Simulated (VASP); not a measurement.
A run of VASP 6.6.1 is set up as follows.

The input INCAR:

```
PREC = Accurate ; ENCUT = 520
EDIFF = 1E-6 ; ISMEAR = 0
SIGMA = 0.1 ; LREAL = F
LASPH = T ; NELM = 60
ALGO = Normal ; ISIF = 2
LWAVE = F ; LCHARG = F
GGA = PE ; NBANDS = 12
```

KPOINTS

```
Automatic mesh
0
Gamma
  8 8 8
```

File POSCAR:

```
V
1.0
   -1.5129450000      1.5129450000      1.5129450000
    1.5129450000     -1.5129450000      1.5129450000
    1.5129450000      1.5129450000     -1.5129450000
V
1
Direct
    0.0000000000      0.0000000000      0.0000000000
```

Potentials or basis: VASP PAW PBE potentials, release 64 (V_sv).

Run with:

```console
$ cat potpaw_PBE.64/V_sv/POTCAR > POTCAR
$ mpirun -np 1 vasp_std > vasp.out
```

(1) Predict the pressure.

(2) Estimate the band gap on the k mesh.

Results:

(1) -5.8 GPa.

(2) zero (an odd number of electrons rules out a gap without spin polarisation).

Caveat: the k points lie up to 0.37 Å⁻¹ apart, too coarse for converged energies and pressures of a metal.
